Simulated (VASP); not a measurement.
# Bi (R-3m) in VASP: notebook

The runs below take Bi through single point, with PBE.

Program: VASP 6.6.1. These are calculated values, not measurements. Logs are shortened: lines on timing, memory, paths and dates and some standing lists are left out, and cuts for length are marked.

## 1. The cell of the first run

Symmetry: R-3m, No. 166, trigonal system. Conventional cell: a = 4.546 Å, b = 4.546 Å, c = 11.862 Å, α = 90.00°, β = 90.00°, γ = 120.00°. Within 4.0 Å of Bi (site symmetry 3m) lie 6 Bi at 3.07 to 3.53 Å.

## 2. Single point, PBE

INCAR reads:

```
SYSTEM = Bi
ALGO     = Fast           ! electronic algorithm
EDIFF    = 1E-6           ! SCF threshold, eV
ENCUT    = 520            ! plane-wave cutoff, eV
GGA      = PE             ! functional
ISIF     = 2              ! what is computed and relaxed
ISMEAR   = 0              ! smearing method
LASPH    = .True.         ! aspherical terms in the spheres
LCHARG   = .False.        ! write CHGCAR
LREAL    = .False.        ! projectors in reciprocal space
LWAVE    = .False.        ! write WAVECAR
NBANDS   = 22             ! bands
NELM     = 60             ! most SCF steps
PREC     = Accurate       ! precision mode
SIGMA    = 0.15           ! smearing width, eV
```

KPOINTS reads:

```
k-points
0
Gamma
  12 12 12
  0 0 0
```

POSCAR reads:

```
Bi
1.0
    2.2729996784      1.3123169762      3.9540000000
   -2.2729996784      1.3123169762      3.9540000000
    0.0000000000     -2.6246339523      3.9540000000
Bi
2
Direct
    0.2338900000      0.2338900000      0.2338900000
    0.7661100000      0.7661100000      0.7661100000
```

Potentials or basis: VASP PAW PBE potentials, release 64 (Bi_d).

Run with:

```bash
> cat potpaw_PBE.64/Bi_d/POTCAR > POTCAR
> mpirun -np 1 vasp_std > vasp.out
```

OUTCAR:

```text
SYSTEM = Bi
   EDIFF = 1E-6
   ENCUT = 520
   GGA = PE
   ISIF = 2
   ISMEAR = 0
   LASPH = .True.
   LREAL = .False.
   NELM = 60
   PREC = Accurate

 ion  position               nearest neighbor table
   1  0.234  0.234  0.234-   2 3.07   2 3.07   2 3.07   2 3.53   2 3.53   2 3.53
   2  0.766  0.766  0.766-   1 3.07   1 3.07   1 3.07   1 3.53   1 3.53   1 3.53

  LATTYP: Found a trigonal (rhomboedric) cell.
 ALAT       =     4.7458212550
 COS(alpha) =     0.5412184017

  Lattice vectors:

 A1 = (   2.2729996784,   1.3123169762,   3.9540000000)
 A2 = (  -2.2729996784,   1.3123169762,   3.9540000000)
 A3 = (   0.0000000000,  -2.6246339523,   3.9540000000)

Analysis of symmetry for initial positions (statically):
=====================================================================
 Subroutine PRICEL returns:
 Original cell was already a primitive cell.

 Routine SETGRP: Setting up the symmetry group for a
 trigonal (rhombohedral) supercell.

 Subroutine GETGRP returns: Found 12 space group operations
 (whereof 12 operations were pure point group operations)
 out of a pool of 12 trial point group operations.

The static configuration has the point symmetry D_3d.

Analysis of symmetry for dynamics (positions and initial velocities):
=====================================================================
 Subroutine PRICEL returns:
 Original cell was already a primitive cell.

 Routine SETGRP: Setting up the symmetry group for a
 trigonal (rhombohedral) supercell.

 Subroutine GETGRP returns: Found 12 space group operations
 (whereof 12 operations were pure point group operations)
 out of a pool of 12 trial point group operations.

The dynamic configuration has the point symmetry D_3d.

 Subroutine INISYM returns: Found 12 space group operations
 (whereof 12 operations are pure point group operations),
 and found     1 'primitive' translations

----------------------------------------------------------------------------------------

                                     Primitive cell

  volume of cell :      70.7662

  direct lattice vectors                    reciprocal lattice vectors
     2.272999678  1.312316976  3.954000000     0.219973634  0.127001837  0.084302816
    -2.272999678  1.312316976  3.954000000    -0.219973634  0.127001837  0.084302816
     0.000000000 -2.624633952  3.954000000     0.000000000 -0.254003674  0.084302816

  length of vectors
     4.745821255  4.745821255  4.745821255     0.267628158  0.267628158  0.267628158

  position of ions in fractional coordinates (direct lattice)
     0.233890000  0.233890000  0.233890000
     0.766110000  0.766110000  0.766110000

  ion indices of the primitive-cell ions
   primitive index   ion index
                 1           1
                 2           2

----------------------------------------------------------------------------------------

 KPOINTS: k-points

Automatic generation of k-mesh.
 Grid dimensions read from file:
 generate k-points for:   12   12   12

 Generating k-lattice:

  Cartesian coordinates                     Fractional coordinates (reciprocal lattice)
     0.018331136  0.010583486  0.007025235     0.083333333  0.000000000  0.000000000
    -0.018331136  0.010583486  0.007025235     0.000000000  0.083333333  0.000000000
     0.000000000 -0.021166973  0.007025235     0.000000000  0.000000000  0.083333333

  Length of vectors
     0.022302347  0.022302347  0.022302347

  Shift w.r.t. Gamma in fractional coordinates (k-lattice)
     0.000000000  0.000000000  0.000000000

 Subroutine IBZKPT returns following result:
 ===========================================

 Found    189 irreducible k-points:

 Following reciprocal coordinates:
            Coordinates               Weight
  0.000000  0.000000  0.000000      1.000000
  0.083333 -0.000000  0.000000      6.000000
  0.166667  0.000000 -0.000000      6.000000
  0.250000 -0.000000 -0.000000      6.000000
  0.333333 -0.000000 -0.000000      6.000000
  0.416667 -0.000000  0.000000      6.000000
[... 16 lines left out ...]
  0.500000  0.166667 -0.000000     12.000000
 -0.416667  0.166667 -0.000000     12.000000
 [... further k-points ...]
   k-points           NKPTS =    189   k-points in BZ     NKDIM =    189   number of bands    NBANDS=     22
   number of dos      NEDOS =    301   number of ions     NIONS =      2
   total plane-waves  NPLWV =  46656
   dimension x,y,z NGX =    36 NGY =   36 NGZ =   36
   dimension x,y,z NGXF=    72 NGYF=   72 NGZF=   72
   ions per type =               2
   NGX,Y,Z   is equivalent  to a cutoff of  12.61, 12.61, 12.61 a.u.
   NGXF,Y,Z  is equivalent  to a cutoff of  25.22, 25.22, 25.22 a.u.
 SYSTEM =  Bi
   PREC   = accura    normal or accurate (medium, high low for compatibility)
   ISTART =      0    job   : 0-new  1-cont  2-samecut
   ICHARG =      2    charge: 1-file 2-atom 10-const
   ISPIN  =      1    spin polarized calculation?
   LNONCOLLINEAR =      F non collinear calculations
   LSORBIT =      F    spin-orbit coupling
   LASPH  =      T    aspherical Exc in radial PAW
   ENCUT  =  520.0 eV  38.22 Ry    6.18 a.u.   8.82  8.82  8.82*2*pi/ulx,y,z
   NELM   =     60;   NELMIN=  2; NELMDL= -5     # of ELM steps
   EDIFF  = 0.1E-05   stopping-criterion for ELM
   LREAL  =      F    real-space projection
   EDIFFG = 0.1E-04   stopping-criterion for IOM
   NSW    =      0    number of steps for IOM
   IBRION =     -1    ionic relax: 0-MD 1-quasi-New 2-CG
   NFREE  =      0    steps in history (QN), initial steepest desc. (CG)
   ISIF   =      2    stress and relaxation
   ISYM   =      2    0-nonsym 1-usesym 2-fastsym
   POTIM  = 0.5000    time-step for ionic-motion
   TEBEG  =    0.0;   TEEND  =   0.0 temperature during run
   PSTRESS=    0.0 pullay stress
   NELECT =      30.0000    total number of electrons
   NUPDOWN=      -1.0000    fix difference up-down
   EMIN   =  10.00;   EMAX   =-10.00  energy-range for DOS
   EFERMI =   0.00;   METHOD = LEGACY
   ISMEAR =     0;   SIGMA  =   0.15  broadening in eV -4-tet -1-fermi 0-gaus
   EFERMI_NEDOS =   21; number of points for ismear=-14 and -15
   IALGO  =     68    algorithm
   IMIX   =      4    mixing-type and parameters
     AMIX     =   0.40;   BMIX     =  1.00
     AMIX_MAG =   1.60;   BMIX_MAG =  1.00
  volume/ion in A,a.u.               =      35.38       238.78
  Fermi-wavevector in a.u.,A,eV,Ry     =   1.229815  2.324014 20.578074  1.512446
  Thomas-Fermi vector in A             =   2.364688
   LORBIT       =      0    0 simple, 1 ext, 2 COOP (PROOUT), +10 PAW based schemes
   GGA     = PE    functional components
   LHFCALC =     F    Hartree Fock is set to
   AEXX    =    0.0000 exact exchange contribution
   IVDW    =     0    specifies the selected vdW correction
   LEPSILON=     F    determine dielectric tensor
   LRPA    =     F    only Hartree local field effects (RPA)
 non-spin polarized calculation
 RMM-DIIS sequential band-by-band and
 Gauss-broadening in eV      SIGMA  =   0.15
  energy-cutoff  :      520.00
  volume of cell :       70.77
 maximum number of plane-waves:      1941
   NGX = 17   NGY = 17   NGZ = 17

 number of electron      30.0000004 magnetization

 Free energy of the ion-electron system (eV)
  ---------------------------------------------------
  ext. energy  EPLUGINS =         0.00000000
  ---------------------------------------------------
  free energy    TOTEN  =        -7.75935083 eV

  energy without entropy =       -7.75705012  energy(sigma->0) =       -7.75820047

 E-fermi :   6.2855     XC(G=0):  -9.5032

 val. band max:        6.2624859418   @ k =   0.4167   0.0833   0.0833
 cond. band min:       6.3470690014   @ k =   0.4167  -0.0000   0.0000
 fundamental gap:      0.0845830595
 Fermi energy:         6.2855469545

 k-point     1 :       0.0000    0.0000    0.0000
  band No.  band energies     occupation
      1     -16.6465      2.00000
      2     -16.6465      2.00000
      3     -16.4980      2.00000
      4     -16.4980      2.00000
      5     -16.4809      2.00000
      6     -16.3155      2.00000
[... 14 lines left out ...]
     21      12.0696      0.00000
     22      12.3510      0.00000

 k-point     2 :       0.0833   -0.0000    0.0000
  band No.  band energies     occupation
      1     -16.6416      2.00000
      2     -16.6402      2.00000
      3     -16.4957      2.00000
      4     -16.4941      2.00000
      5     -16.4776      2.00000
      6     -16.3186      2.00000
[... 14 lines left out ...]
     21      12.1265      0.00000
     22      12.9487      0.00000

 k-point     3 :       0.1667    0.0000   -0.0000
  band No.  band energies     occupation
      1     -16.6275      2.00000
      2     -16.6215      2.00000
      3     -16.4897      2.00000
      4     -16.4829      2.00000
      5     -16.4676      2.00000
      6     -16.3287      2.00000
[... 14 lines left out ...]
     21      12.4063      0.00000
     22      14.1728      0.00000

 k-point     4 :       0.2500   -0.0000   -0.0000
  band No.  band energies     occupation
      1     -16.6062      2.00000
      2     -16.5919      2.00000
      3     -16.4816      2.00000
      4     -16.4655      2.00000
      5     -16.4509      2.00000
      6     -16.3466      2.00000
[... 14 lines left out ...]
     21      12.9711      0.00000
     22      15.6199      0.00000

 k-point     5 :       0.3333   -0.0000   -0.0000
  band No.  band energies     occupation
      1     -16.5817      2.00000
      2     -16.5538      2.00000
      3     -16.4732      2.00000
      4     -16.4440      2.00000
      5     -16.4295      2.00000
      6     -16.3715      2.00000
[... 417 lines left out ...]
 k-point    22 :       0.4167    0.1667    0.0000
  band No.  band energies     occupation
      1     -16.5977      2.00000
      2     -16.5161      2.00000
      3     -16.4675      2.00000
      4     -16.4523      2.00000
      5     -16.4089      2.00000
      6     -16.3893      2.00000
[... 14 lines left out ...]
     21      15.2893      0.00000
     22      15.5594      0.00000

 k-point    23 :       0.5000    0.1667   -0.0000
  band No.  band energies     occupation
      1     -16.5786      2.00000
      2     -16.4928      2.00000
      3     -16.4550      2.00000
      4     -16.4413      2.00000
      5     -16.4125      2.00000
      6     -16.3878      2.00000
[... 14 lines left out ...]
     21      15.3067      0.00000
     22      15.5302      0.00000

 k-point    24 :      -0.4167    0.1667   -0.0000
  band No.  band energies     occupation
      1     -16.5756      2.00000
      2     -16.4694      2.00000
      3     -16.4570      2.00000
      4     -16.4430      2.00000
      5     -16.4099      2.00000
      6     -16.3963      2.00000
[... 14 lines left out ...]
     21      14.2572      0.00000
     22      16.3048      0.00000

 [... further k-points ...]

------------------------ aborting loop because EDIFF is reached ----------------------------------------

  FORCE on cell =-STRESS in cart. coord.  units (eV):
  Direction    XX          YY          ZZ          XY          YZ          ZX
  --------------------------------------------------------------------------------------
  -------------------------------------------------------------------------------------
  Total        0.7456115      0.7456115      0.8060790      0.0000000      0.0000000      0.0000000
  in kB       16.8809591     16.8809591     18.2499703      0.0000000      0.0000000      0.0000000
  external PRESSURE =      17.3372962 kB  Pullay stress =       0.0000000 kB

 VOLUME and BASIS-vectors are now :
 -----------------------------------------------------------------------------
  energy-cutoff  :      520.00
  volume of cell :       70.77
      direct lattice vectors                 reciprocal lattice vectors
     2.272999678  1.312316976  3.954000000     0.219973634  0.127001837  0.084302816
    -2.272999678  1.312316976  3.954000000    -0.219973634  0.127001837  0.084302816
     0.000000000 -2.624633952  3.954000000     0.000000000 -0.254003674  0.084302816

 POSITION                                       TOTAL-FORCE (eV/Angst)
 -----------------------------------------------------------------------------------
      0.00000      0.00000      2.77440         0.000000      0.000000      0.199343
      0.00000      0.00000      9.08760         0.000000     -0.000000     -0.199343
 -----------------------------------------------------------------------------------
    total drift:                                0.000000     -0.000000      0.000000

  FREE ENERGIE OF THE ION-ELECTRON SYSTEM (eV)
  ---------------------------------------------------
  free  energy   TOTEN  =        -7.7593508279 eV

  energy  without entropy=       -7.7570501160  energy(sigma->0) =       -7.75820047
```

It took 8.1 min on 1 thread of Intel Xeon 8259CL, shared host; peak memory 0.37 GiB.

Results:

* Free energy: -7.7594 eV
* Pressure: 1.7 GPa
* Largest force: 0.199 eV/Å
* Band gap on the k mesh: zero (bands 15 and 16 overlap by 0.21 eV)

Forces in eV/Å, atoms in the order of the input:
```
Bi   0.000  0.000  0.199
Bi   0.000  0.000 -0.199
```

Levels at points of the mesh, in eV from the Fermi level:
```csv
k point,band 13,band 14,band 15,band 16,band 17,band 18
"(0.00, 0.00, 0.00)",-1.47,-1.22,-1.22,2.47,2.94,2.94
"(0.50, 0.00, 0.00)",-1.34,-1.20,-0.27,-0.26,0.54,1.03
"(0.50, 0.50, 0.00)",-4.67,-3.01,-2.90,2.35,4.91,5.42
"(0.50, 0.50, 0.50)",-0.95,-0.62,-0.62,0.69,0.69,0.74
```

Caveat: spin-orbit coupling is left out, which moves the levels of the heavy elements.

## 3. Single point, PBE

INCAR reads:

```
PREC = Accurate
ENCUT = 520
EDIFF = 1E-6
ISMEAR = 0
SIGMA = 0.15
LREAL = False
LASPH = True
NELM = 80
ALGO = Fast
ISIF = 2
LWAVE = False
LCHARG = False
GGA = PE
NBANDS = 22
```

KPOINTS reads:

```
regular mesh
0
Gamma
  12 12 12
```

POSCAR is that of step 2.

Potentials or basis: VASP PAW PBE potentials, release 64 (Bi_d).

Run with:

```bash
> cat potpaw_PBE.64/Bi_d/POTCAR > POTCAR
> mpirun -np 1 vasp_std > vasp.out
```

Wall time 7.5 min (1 thread of Intel Xeon 8259CL, shared host); peak memory 0.37 GiB.

It converged, with:

- Free energy: -7.7594 eV
- Pressure: 1.7 GPa
- Largest force: 0.199 eV/Å
- Band gap on the k mesh: zero (bands 15 and 16 overlap by 0.21 eV)

Forces in eV/Å, atoms in the order of the input:
```
Bi   0.000  0.000  0.199
Bi   0.000  0.000 -0.199
```

Stress tensor (GPa, compression positive):
```
1.69 0.00 0.00
0.00 1.69 0.00
0.00 0.00 1.82
```

Levels at points of the mesh, in eV from the Fermi level:
```
           k point  band 12  band 13  band 14  band 15  band 16  band 17  band 18  band 19
(0.00, 0.00, 0.00)    -7.49    -1.47    -1.22    -1.22     2.47     2.94     2.94     5.65
(0.50, 0.00, 0.00)   -10.51    -1.34    -1.20    -0.27    -0.26     0.54     1.03     7.49
(0.50, 0.50, 0.00)    -9.47    -4.67    -3.01    -2.90     2.35     4.91     5.42     6.73
(0.50, 0.50, 0.50)    -9.90    -0.95    -0.62    -0.62     0.69     0.69     0.74     6.98
```

Caveat: spin-orbit coupling is left out, which moves the levels of the heavy elements.

The gap in the log of VASP goes by the Fermi energy; the results here count the filled bands.